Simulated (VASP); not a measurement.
# SnGe5 (P4/mmm) in VASP: further runs, part 3 of 3

VASP 6.6.1.

## 5. Relaxation of cell and atoms, PBE

This run uses another cell than the first one, of 22.41 Å³/atom, 0.823 times its volume.

Contents of INCAR:

```
ALGO     = Normal         # electronic algorithm
EDIFF    = 1E-7           # SCF threshold, eV
EDIFFG   = -0.04          # ionic threshold
ENCUT    = 600            # plane-wave cutoff, eV
GGA      = PE             # functional
IBRION   = 2              # ionic algorithm
ISIF     = 3              # what is computed and relaxed
ISMEAR   = 0              # smearing method
LASPH    = True           # aspherical terms in the spheres
LCHARG   = False          # write CHGCAR
LREAL    = False          # projectors in reciprocal space
LWAVE    = False          # write WAVECAR
NELM     = 60             # most SCF steps
NSW      = 90             # ionic steps
PREC     = Accurate       # precision mode
SIGMA    = 0.1            # smearing width, eV
```

Contents of KPOINTS:

```
k-points
0
Gamma
  4 4 6
```

Contents of POSCAR:

```
SnGe5
1.0
    6.2906211100      0.0000000000      0.0000000000
    0.0000000000      6.2906211100      0.0000000000
    0.0000000000      0.0000000000      3.3982647000
Sn Ge
1 5
Direct
    0.0000000000      0.0000000000      0.5000000000
    0.2868783300      0.2868783300      0.5000000000
    0.7131216700      0.7131216700      0.5000000000
    0.7131216700      0.2868783300      0.5000000000
    0.2868783300      0.7131216700      0.5000000000
    0.5000000000      0.5000000000      0.5000000000
```

Potentials or basis: VASP PAW PBE potentials, release 64 (Sn_d, Ge_d).

Launch:

```console
> cat potpaw_PBE.64/Sn_d/POTCAR potpaw_PBE.64/Ge_d/POTCAR > POTCAR
> mpirun -np 1 vasp_std > vasp.out
```

OUTCAR:

```text
EDIFF = 1E-7
   EDIFFG = -0.04
   ENCUT = 600
   GGA = PE
   IBRION = 2
   ISIF = 3
   ISMEAR = 0
   LASPH = True
   LREAL = False
   NELM = 60
   NSW = 90
   PREC = Accurate

 ion  position               nearest neighbor table
   1  0.000  0.000  0.500-   2 2.55   3 2.55   4 2.55   5 2.55
   2  0.287  0.287  0.500-   6 1.90   1 2.55   5 2.68   4 2.68
   3  0.713  0.713  0.500-   6 1.90   1 2.55   5 2.68   4 2.68
   4  0.713  0.287  0.500-   6 1.90   1 2.55   3 2.68   2 2.68
   5  0.287  0.713  0.500-   6 1.90   1 2.55   3 2.68   2 2.68
   6  0.500  0.500  0.500-   2 1.90   3 1.90   4 1.90   5 1.90

  LATTYP: Found a simple tetragonal cell.
 ALAT       =     6.2906211100
 C/A-ratio  =     0.5402113147

  Lattice vectors:

 A1 = (   6.2906211100,   0.0000000000,   0.0000000000)
 A2 = (   0.0000000000,   6.2906211100,   0.0000000000)
 A3 = (   0.0000000000,   0.0000000000,   3.3982647000)

Analysis of symmetry for initial positions (statically):
=====================================================================
 Subroutine PRICEL returns:
 Original cell was already a primitive cell.

 Routine SETGRP: Setting up the symmetry group for a
 simple tetragonal supercell.

 Subroutine GETGRP returns: Found 16 space group operations
 (whereof 16 operations were pure point group operations)
 out of a pool of 16 trial point group operations.

The static configuration has the point symmetry D_4h.

Analysis of symmetry for dynamics (positions and initial velocities):
=====================================================================
 Subroutine PRICEL returns:
[... 169 lines left out ...]
 val. band max:        5.9777295391   @ k =   0.5000   0.0000   0.3333
 cond. band min:       6.0203679059   @ k =   0.5000   0.0000   0.3333
 fundamental gap:      0.0426383668
 Fermi energy:         6.0064897986

 k-point     1 :       0.0000    0.0000    0.0000
  band No.  band energies     occupation
      1     -21.6454      2.00000
      2     -21.0330      2.00000
      3     -20.9743      2.00000
      4     -20.6234      2.00000
      5     -20.6234      2.00000
      6     -19.6381      2.00000
[... 1374 lines left out ...]
  FREE ENERGIE OF THE ION-ELECTRON SYSTEM (eV)
  ---------------------------------------------------
  free  energy   TOTEN  =       -18.6955540202 eV

  energy  without entropy=      -18.6544892942  energy(sigma->0) =      -18.67502166

[... ionic steps 4 to 16 ...]

--------------------------------------- Ionic step       17  -------------------------------------------

 number of electron      84.0000052 magnetization

------------------------ aborting loop because EDIFF is reached ----------------------------------------
[... 75 lines left out ...]
--------------------------------------- Ionic step       19  -------------------------------------------

 number of electron      84.0000009 magnetization

 Free energy of the ion-electron system (eV)
  ---------------------------------------------------
  ext. energy  EPLUGINS =         0.00000000
  ---------------------------------------------------
  free energy    TOTEN  =       -22.93638783 eV

  energy without entropy =      -22.91952745  energy(sigma->0) =      -22.92795764

 E-fermi :   3.9836     XC(G=0):  -9.3587

 val. band max:        3.9127021901   @ k =   0.2500   0.0000   0.0000
 cond. band min:       4.0070050164   @ k =   0.2500   0.0000   0.1667
 fundamental gap:      0.0943028263
 Fermi energy:         3.9836197676

 k-point     1 :       0.0000    0.0000    0.0000
  band No.  band energies     occupation
      1     -20.6858      2.00000
      2     -20.6656      2.00000
      3     -20.6632      2.00000
      4     -20.6632      2.00000
      5     -20.6570      2.00000
      6     -20.6553      2.00000
[... 1294 lines left out ...]
  FREE ENERGIE OF THE ION-ELECTRON SYSTEM (eV)
  ---------------------------------------------------
  free  energy   TOTEN  =       -22.9363878333 eV

  energy  without entropy=      -22.9195274489  energy(sigma->0) =      -22.92795764

 reached required accuracy - stopping structural energy minimisation
```

It took 52 min on 1 thread of Intel Xeon Platinum 8259CL at 2.50GHz (Skylake/Cascade Lake), shared host; peak memory 0.36 GiB.

Results:

| Quantity | Value |
| --- | --- |
| Free energy | -22.9364 eV |
| Relaxed volume | 27.07 Å³/atom |
| Relaxed cell | a = 7.634 Å, b = 7.634 Å, c = 2.787 Å, α = 90.00°, β = 90.00°, γ = 90.00° |
| Space group after relaxing (to 0.05 Å) | P4/mmm (No. 123) |
| Energy gained by relaxing | 2107.1 meV/atom |
| Ionic steps | 19 |
| Pressure after relaxing | -0.1 GPa |
| Largest force after relaxing | 0.033 eV/Å |
| Band gap on the k mesh | zero (band 42 reaches 4.94 eV, above the bottom of band 43 at 2.49 eV) |

Forces on the atoms (eV/Å):
```
Sn   0.000  0.000  0.000
Ge   0.023  0.023  0.000
Ge  -0.023 -0.023  0.000
Ge  -0.023  0.023  0.000
Ge   0.023 -0.023  0.000
Ge   0.000  0.000  0.000
```

Step by step:
| step | energy change (eV) | largest force (eV/Å) | pressure (GPa) | volume (Å³) |
| --- | --- | --- | --- | --- |
| 1 | 0.0000 | 12.4621 | 48.25 | 134.48 |
| 2 | -7.8070 | 0.2698 | -6.28 | 296.35 |
| 3 | -8.4019 | 0.0417 | -5.98 | 277.93 |
| 4 | -8.8722 | 0.1497 | -5.88 | 263.37 |
| 5 | -10.8373 | 0.9461 | -2.41 | 193.77 |
| 6 | -10.8624 | 0.9162 | -0.11 | 181.67 |
| 7 | -10.8716 | 0.9430 | -1.50 | 188.33 |
| 8 | -10.8752 | 0.9390 | -1.28 | 187.09 |
| 9 | -11.6829 | 0.6063 | -2.61 | 182.32 |
| 10 | -11.8520 | 0.0827 | 1.64 | 163.29 |
| 11 | -12.4623 | 0.2848 | -2.91 | 174.96 |
| 12 | -12.5103 | 0.1505 | -1.92 | 170.75 |
| 13 | -12.5376 | 0.2060 | -2.49 | 172.68 |
| 14 | -12.6252 | 0.0644 | 0.64 | 159.23 |
| 15 | -12.6305 | 0.0968 | 0.04 | 161.68 |
| 16 | -12.6404 | 0.0609 | 0.21 | 161.14 |
| 17 | -12.6413 | 0.0690 | 0.17 | 161.27 |
| 18 | -12.6425 | 0.0463 | -0.01 | 161.98 |
| 19 | -12.6427 | 0.0329 | -0.12 | 162.42 |

Final structure:
```
CELL_PARAMETERS angstrom
7.63359 0.00000 0.00000
0.00000 7.63359 0.00000
0.00000 0.00000 2.78731
ATOMIC_POSITIONS crystal
Sn 0.00000 0.00000 0.50000
Ge 0.26078 0.26078 0.50000
Ge 0.73922 0.73922 0.50000
Ge 0.73922 0.26078 0.50000
Ge 0.26078 0.73922 0.50000
Ge 0.50000 0.50000 0.50000
```

Caveat: the volume moved by over 15 % at a fixed basis, so the end points are rough; spin-orbit coupling is left out, which moves the levels of the heavy elements.

## 6. Overview

| task | cell | k mesh | cutoff (eV) | gap on the mesh (eV) | pressure (GPa) | largest force (eV/Å) |
| --- | --- | --- | --- | --- | --- | --- |
| single point | a = 7.727, b = 7.727, c = 2.738 Å, 6 atoms | 6 × 6 × 14 | 520 | none | 0.0 | - |
| single point | a = 6.291, b = 6.291, c = 3.398 Å, 6 atoms | 4 × 4 × 6 | 520 | none | 48.2 | 12.46 |
| single point | a = 7.645, b = 7.645, c = 2.787 Å, 6 atoms | 4 × 4 × 6 | 520 | none | -0.1 | - |
| relaxation of cell and atoms | relaxed from a = 6.291, b = 6.291, c = 3.398 Å, 6 atoms | 4 × 4 × 6 | 600 | none | -0.1 | 0.03 |

Alike in all rows: level PBE; potentials or basis VASP PAW PBE potentials, release 64 (Sn_d, Ge_d); no spin polarisation; smearing gaussian 0.1 eV.

Caveats: some runs use coarse meshes; spin-orbit coupling is left out, which moves the levels of the heavy elements; forces of over 1 eV/Å act on the atoms, so gaps and moduli don't describe the material at rest (some runs); the volume moved by over 15 % at a fixed basis, so the end points are rough (some runs).

Total energies depend on the potentials used, so only differences within one code and one set of settings carry meaning.
